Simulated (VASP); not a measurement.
# NaF (Fm-3m) in VASP: notebook, part 2 of 2

VASP 6.6.1. The steps go on from the part before.

## Step 4: Single point, PBE (volume changed by +10%)

INCAR

```
SYSTEM = NaF
PREC = Accurate ; ENCUT = 520
EDIFF = 1E-6 ; ISMEAR = 0
SIGMA = 0.01 ; LREAL = .FALSE.
LASPH = .TRUE. ; NELM = 80
ALGO = Normal ; ISIF = 2
LWAVE = .FALSE. ; LCHARG = .FALSE.
GGA = PE ; NBANDS = 14
```

KPOINTS

```
Automatic mesh
0
G
  6 6 6
  0 0 0
```

POSCAR

```
NaF
1.0
    0.0000000000      2.3713207680      2.3713207680
    2.3713207680      0.0000000000      2.3713207680
    2.3713207680      2.3713207680      0.0000000000
Na F
1 1
Direct
    0.0000000000      0.0000000000      0.0000000000
    0.5000000000      0.5000000000      0.5000000000
```

Potentials or basis: VASP PAW PBE potentials, release 64 (Na_pv, F).

Launch:

```console
> cat potpaw_PBE.64/Na_pv/POTCAR potpaw_PBE.64/F/POTCAR > POTCAR
> mpirun -np 1 vasp_std > vasp.out
```

OUTCAR:

```text
SYSTEM = NaF
   PREC = Accurate
   ENCUT = 520
   EDIFF = 1E-6
   ISMEAR = 0
   LREAL = .FALSE.
   LASPH = .TRUE.
   NELM = 80
   ISIF = 2
   GGA = PE

 ion  position               nearest neighbor table
   1  0.000  0.000  0.000-
   2  0.500  0.500  0.500-

  LATTYP: Found a face centered cubic cell.
 ALAT       =     4.7426415360

  Lattice vectors:

 A1 = (   0.0000000000,   2.3713207680,   2.3713207680)
 A2 = (   2.3713207680,   0.0000000000,   2.3713207680)
 A3 = (   2.3713207680,   2.3713207680,   0.0000000000)

Analysis of symmetry for initial positions (statically):
=====================================================================
 Subroutine PRICEL returns:
 Original cell was already a primitive cell.

 Routine SETGRP: Setting up the symmetry group for a
 face centered cubic supercell.

 Subroutine GETGRP returns: Found 48 space group operations
 (whereof 48 operations were pure point group operations)
 out of a pool of 48 trial point group operations.

The static configuration has the point symmetry O_h .

Analysis of symmetry for dynamics (positions and initial velocities):
=====================================================================
 Subroutine PRICEL returns:
 Original cell was already a primitive cell.

 Routine SETGRP: Setting up the symmetry group for a
 face centered cubic supercell.

 Subroutine GETGRP returns: Found 48 space group operations
 (whereof 48 operations were pure point group operations)
 out of a pool of 48 trial point group operations.

The dynamic configuration has the point symmetry O_h .

 Subroutine INISYM returns: Found 48 space group operations
 (whereof 48 operations are pure point group operations),
 and found     1 'primitive' translations

----------------------------------------------------------------------------------------

                                     Primitive cell

  volume of cell :      26.6686

  direct lattice vectors                    reciprocal lattice vectors
     0.000000000  2.371320768  2.371320768    -0.210852959  0.210852959  0.210852959
     2.371320768  0.000000000  2.371320768     0.210852959 -0.210852959  0.210852959
     2.371320768  2.371320768  0.000000000     0.210852959  0.210852959 -0.210852959

  length of vectors
     3.353553991  3.353553991  3.353553991     0.365208037  0.365208037  0.365208037

  position of ions in fractional coordinates (direct lattice)
     0.000000000  0.000000000  0.000000000
     0.500000000  0.500000000  0.500000000

  ion indices of the primitive-cell ions
   primitive index   ion index
                 1           1
                 2           2

----------------------------------------------------------------------------------------

 KPOINTS: Automatic mesh

Automatic generation of k-mesh.
 Grid dimensions read from file:
 generate k-points for:    6    6    6

 Generating k-lattice:

  Cartesian coordinates                     Fractional coordinates (reciprocal lattice)
    -0.035142160  0.035142160  0.035142160     0.166666667  0.000000000  0.000000000
     0.035142160 -0.035142160  0.035142160     0.000000000  0.166666667  0.000000000
     0.035142160  0.035142160 -0.035142160     0.000000000  0.000000000  0.166666667

  Length of vectors
     0.060868006  0.060868006  0.060868006

  Shift w.r.t. Gamma in fractional coordinates (k-lattice)
     0.000000000  0.000000000  0.000000000

 Subroutine IBZKPT returns following result:
 ===========================================

 Found     16 irreducible k-points:

 Following reciprocal coordinates:
            Coordinates               Weight
  0.000000  0.000000  0.000000      1.000000
  0.166667  0.000000  0.000000      8.000000
  0.333333  0.000000  0.000000      8.000000
  0.500000  0.000000  0.000000      4.000000
  0.166667  0.166667  0.000000      6.000000
  0.333333  0.166667  0.000000     24.000000
[... 8 lines left out ...]
 -0.333333  0.333333  0.166667     24.000000
 -0.333333  0.500000  0.166667     12.000000
   k-points           NKPTS =     16   k-points in BZ     NKDIM =     16   number of bands    NBANDS=     14
   number of dos      NEDOS =    301   number of ions     NIONS =      2
   total plane-waves  NPLWV =  21952
   dimension x,y,z NGX =    28 NGY =   28 NGZ =   28
   dimension x,y,z NGXF=    56 NGYF=   56 NGZF=   56
   ions per type =               1   1
   NGX,Y,Z   is equivalent  to a cutoff of  13.88, 13.88, 13.88 a.u.
   NGXF,Y,Z  is equivalent  to a cutoff of  27.76, 27.76, 27.76 a.u.
 SYSTEM =  NaF
   PREC   = accura    normal or accurate (medium, high low for compatibility)
   ISTART =      0    job   : 0-new  1-cont  2-samecut
   ICHARG =      2    charge: 1-file 2-atom 10-const
   ISPIN  =      1    spin polarized calculation?
   LNONCOLLINEAR =      F non collinear calculations
   LSORBIT =      F    spin-orbit coupling
   LASPH  =      T    aspherical Exc in radial PAW
   ENCUT  =  520.0 eV  38.22 Ry    6.18 a.u.   6.24  6.24  6.24*2*pi/ulx,y,z
   NELM   =     80;   NELMIN=  2; NELMDL= -5     # of ELM steps
   EDIFF  = 0.1E-05   stopping-criterion for ELM
   LREAL  =      F    real-space projection
   EDIFFG = 0.1E-04   stopping-criterion for IOM
   NSW    =      0    number of steps for IOM
   IBRION =     -1    ionic relax: 0-MD 1-quasi-New 2-CG
   NFREE  =      0    steps in history (QN), initial steepest desc. (CG)
   ISIF   =      2    stress and relaxation
   ISYM   =      2    0-nonsym 1-usesym 2-fastsym
   POTIM  = 0.5000    time-step for ionic-motion
   TEBEG  =    0.0;   TEEND  =   0.0 temperature during run
   PSTRESS=    0.0 pullay stress
   NELECT =      14.0000    total number of electrons
   NUPDOWN=      -1.0000    fix difference up-down
   EMIN   =  10.00;   EMAX   =-10.00  energy-range for DOS
   EFERMI =   0.00;   METHOD = LEGACY
   ISMEAR =     0;   SIGMA  =   0.01  broadening in eV -4-tet -1-fermi 0-gaus
   EFERMI_NEDOS =   21; number of points for ismear=-14 and -15
   IALGO  =     38    algorithm
   IMIX   =      4    mixing-type and parameters
     AMIX     =   0.40;   BMIX     =  1.00
     AMIX_MAG =   1.60;   BMIX_MAG =  1.00
  volume/ion in A,a.u.               =      13.33        89.98
  Fermi-wavevector in a.u.,A,eV,Ry     =   1.320638  2.495644 23.729722  1.744085
  Thomas-Fermi vector in A             =   2.450450
   LORBIT       =      0    0 simple, 1 ext, 2 COOP (PROOUT), +10 PAW based schemes
   GGA     = PE    functional components
   LHFCALC =     F    Hartree Fock is set to
   AEXX    =    0.0000 exact exchange contribution
   IVDW    =     0    specifies the selected vdW correction
   LEPSILON=     F    determine dielectric tensor
   LRPA    =     F    only Hartree local field effects (RPA)
 non-spin polarized calculation
 Gauss-broadening in eV      SIGMA  =   0.01
  energy-cutoff  :      520.00
  volume of cell :       26.67
 maximum number of plane-waves:       745
 NGX is ok and might be reduce to    28
   NGX = 13   NGY = 13   NGZ = 13

 number of electron      13.9999989 magnetization

 Free energy of the ion-electron system (eV)
  ---------------------------------------------------
  ext. energy  EPLUGINS =         0.00000000
  ---------------------------------------------------
  free energy    TOTEN  =        -8.56744134 eV

  energy without entropy =       -8.56744134  energy(sigma->0) =       -8.56744134

 E-fermi :  -2.2967     XC(G=0):  -8.8291

 val. band max:       -2.3704652045   @ k =   0.0000   0.0000   0.0000
 cond. band min:       3.5684071618   @ k =   0.0000   0.0000   0.0000
 fundamental gap:      5.9388723663
 Fermi energy:        -2.2967314736

 k-point     1 :       0.0000    0.0000    0.0000
  band No.  band energies     occupation
      1     -21.5307      2.00000
      2     -21.5307      2.00000
      3     -21.5307      2.00000
      4     -21.4345      2.00000
      5      -2.3705      2.00000
      6      -2.3705      2.00000
      7      -2.3705      2.00000
      8       3.5684      0.00000
      9      16.1074      0.00000
     10      16.1074      0.00000
     11      16.1074      0.00000
     12      18.8301      0.00000
     13      20.9297      0.00000
     14      20.9297      0.00000
[... 241 lines left out ...]
      1     -21.7717      2.00000
      2     -21.6228      2.00000
      3     -21.5891      2.00000
      4     -21.0066      2.00000
      5      -3.3592      2.00000
      6      -2.9625      2.00000
      7      -2.8500      2.00000
      8      10.2952      0.00000
      9      10.5146      0.00000
     10      11.4878      0.00000
     11      14.5208      0.00000
     12      18.2565      0.00000
     13      22.5092      0.00000
     14      22.8360      0.00000

------------------------ aborting loop because EDIFF is reached ----------------------------------------

  FORCE on cell =-STRESS in cart. coord.  units (eV):
  Direction    XX          YY          ZZ          XY          YZ          ZX
  --------------------------------------------------------------------------------------
  -------------------------------------------------------------------------------------
  Total       -0.2137745     -0.2137745     -0.2137745      0.0000000      0.0000000      0.0000000
  in kB      -12.8429744    -12.8429744    -12.8429744      0.0000000      0.0000000      0.0000000
  external PRESSURE =     -12.8429744 kB  Pullay stress =       0.0000000 kB

 VOLUME and BASIS-vectors are now :
 -----------------------------------------------------------------------------
  energy-cutoff  :      520.00
  volume of cell :       26.67
      direct lattice vectors                 reciprocal lattice vectors
     0.000000000  2.371320768  2.371320768    -0.210852959  0.210852959  0.210852959
     2.371320768  0.000000000  2.371320768     0.210852959 -0.210852959  0.210852959
     2.371320768  2.371320768  0.000000000     0.210852959  0.210852959 -0.210852959

 POSITION                                       TOTAL-FORCE (eV/Angst)
 -----------------------------------------------------------------------------------
      0.00000      0.00000      0.00000        -0.000000      0.000000      0.000000
      2.37132      2.37132      2.37132         0.000000     -0.000000     -0.000000
 -----------------------------------------------------------------------------------
    total drift:                                0.000000      0.000000      0.000000

  FREE ENERGIE OF THE ION-ELECTRON SYSTEM (eV)
  ---------------------------------------------------
  free  energy   TOTEN  =        -8.5674413398 eV

  energy  without entropy=       -8.5674413398  energy(sigma->0) =       -8.56744134
```

OSZICAR:

```text
N       E                     dE             d eps       ncg     rms          rms(c)
DAV:   1     0.106204771988E+03    0.10620E+03   -0.76535E+03   448   0.120E+03
DAV:   2    -0.429692129967E+01   -0.11050E+03   -0.10333E+03   484   0.332E+02
DAV:   3    -0.943662039959E+01   -0.51397E+01   -0.51296E+01   556   0.662E+01
DAV:   4    -0.947787410224E+01   -0.41254E-01   -0.41252E-01   496   0.652E+00
DAV:   5    -0.947834315030E+01   -0.46905E-03   -0.46905E-03   550   0.683E-01    0.543E+00
DAV:   6    -0.857666512231E+01    0.90168E+00   -0.32322E+00   520   0.144E+01    0.188E+00
DAV:   7    -0.856537811885E+01    0.11287E-01   -0.34889E-02   448   0.209E+00    0.107E+00
DAV:   8    -0.856683509855E+01   -0.14570E-02   -0.32052E-02   478   0.368E+00    0.163E-01
DAV:   9    -0.856769089661E+01   -0.85580E-03   -0.54916E-03   532   0.671E-01    0.160E-01
DAV:  10    -0.856744197395E+01    0.24892E-03   -0.13342E-03   490   0.381E-01    0.133E-02
DAV:  11    -0.856744085299E+01    0.11210E-05   -0.40188E-05   544   0.965E-02    0.409E-03
DAV:  12    -0.856744133981E+01   -0.48682E-06   -0.21864E-06   490   0.186E-02
   1 F= -.85674413E+01 E0= -.85674413E+01  d E =-.191443E-27
```

stdout:

```text
POSCAR found type information on POSCAR NaF
 POSCAR found :  2 types and       2 ions
 scaLAPACK will be used
 LDA part: xc-table for (Slater+PW92), standard interpolation
 POSCAR, INCAR and KPOINTS ok, starting setup
 FFT: planning ... GRIDC
 FFT: planning ... GRID_SOFT
 FFT: planning ... GRID
 WAVECAR not read
 entering main loop
```

It used 5.3 s of CPU time on 1 thread of Intel Xeon 6975P-C, with other jobs on the host.

Results:

```yaml
Free_energy: -8.5674 eV
Pressure: -1.3 GPa
Band_gap_on_the_k_mesh: 5.94 eV, direct
```

## Step 5: The runs side by side

| cell | gap on the mesh (eV) | pressure (GPa) |
| --- | --- | --- |
| a = 3.137 Å, angles 60.0°, 2 atoms | 7.07 | 11.6 |
| a = 3.302 Å, angles 60.0°, 2 atoms | 6.18 | 0.8 |
| a = 3.354 Å, angles 60.0°, 2 atoms | 5.94 | -1.3 |

Alike in all rows: task single point; level PBE; potentials or basis VASP PAW PBE potentials, release 64 (Na_pv, F); no spin polarisation; k mesh 6 × 6 × 6; cutoff (eV) 520; smearing gaussian 0.01 eV.

Total energies depend on the potentials used, so only differences within one code and one set of settings carry meaning.
